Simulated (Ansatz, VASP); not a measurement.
## One calculation of MoW7, two programs

```
Mo W
1.0
    -3.18010    3.18010    3.18010
     3.18010   -3.18010    3.18010
     3.18010    3.18010   -3.18010
Mo W
1 7
Direct
  0.00000 0.00000 0.00000
  0.50000 0.00000 0.50000
  0.50000 0.50000 0.50000
  0.00000 0.50000 0.50000
  0.00000 0.50000 0.00000
  0.50000 0.50000 0.00000
  0.50000 0.00000 0.00000
  0.00000 0.00000 0.50000
```

Alike in both runs: functional PBE; k mesh 8 × 8 × 8; occupations gaussian, width 0.1 eV; no spin polarisation.

Ansatz relaxed the structure, and its values are those at the end. VASP's run is a single point on that final structure, the one shown.

|  | VASP | Ansatz |
| --- | --- | --- |
| version | VASP 6.6.1 | Ansatz 0.2.0 |
| potentials or method | VASP PAW PBE potentials, release 64 (Mo_sv, W_sv), cutoff 520 eV | scalar-relativistic, plane waves, PAW |
| valence electrons in the cell | 112 | 112 |

|  | VASP | Ansatz | Ansatz less VASP |
| --- | --- | --- | --- |
| gap on the k mesh at the Fermi level (eV) | none | none | - |
| pressure (GPa) | 0.5 | 0.0 | -0.50 |

A gap of «none» marks a metal or a gap that the smearing closes. With one functional, cell and mesh, what is left measures potentials, basis and numerics.

Neither program's run includes spin-orbit coupling.
